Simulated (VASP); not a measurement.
Input of a VASP 6.6.1 run:

Contents of INCAR:

```
SYSTEM = GaP
  PREC = Accurate
  ENCUT = 520
  EDIFF = 1E-6
  ISMEAR = 1
  SIGMA = 0.4
  LREAL = .FALSE.
  LASPH = .TRUE.
  NELM = 100
  ALGO = Normal
  ISIF = 2
  LWAVE = .FALSE.
  LCHARG = .FALSE.
  GGA = PE
  NBANDS = 16
```

Contents of KPOINTS:

```
regular mesh
0
G
  10 10 10
  0 0 0
```

Contents of POSCAR:

```
GaP
1.0
    0.0000000000      2.6400295416      2.9040324957
    2.6400295416      0.0000000000      2.9040324957
    2.6400295416      2.6400295416      0.0000000000
Ga P
1 1
Direct
    0.0000000000      0.0000000000      0.0000000000
    0.7500000000      0.7500000000      0.7500000000
```

Potentials or basis: VASP PAW PBE potentials, release 64 (Ga_d, P).

The run is started by

```sh
$ cat potpaw_PBE.64/Ga_d/POTCAR potpaw_PBE.64/P/POTCAR > POTCAR
$ mpirun -np 1 vasp_std > vasp.out
```

Predict the pressure.

2.3 GPa.

Predict the band gap on the k mesh.

1.14 eV, indirect (least direct gap 1.53 eV).

Stress tensor (GPa, compression positive):
```
 4.99  0.00  0.00
 0.00  4.99  0.00
 0.00  0.00 -3.23
```

 A k mesh can miss the band edges.
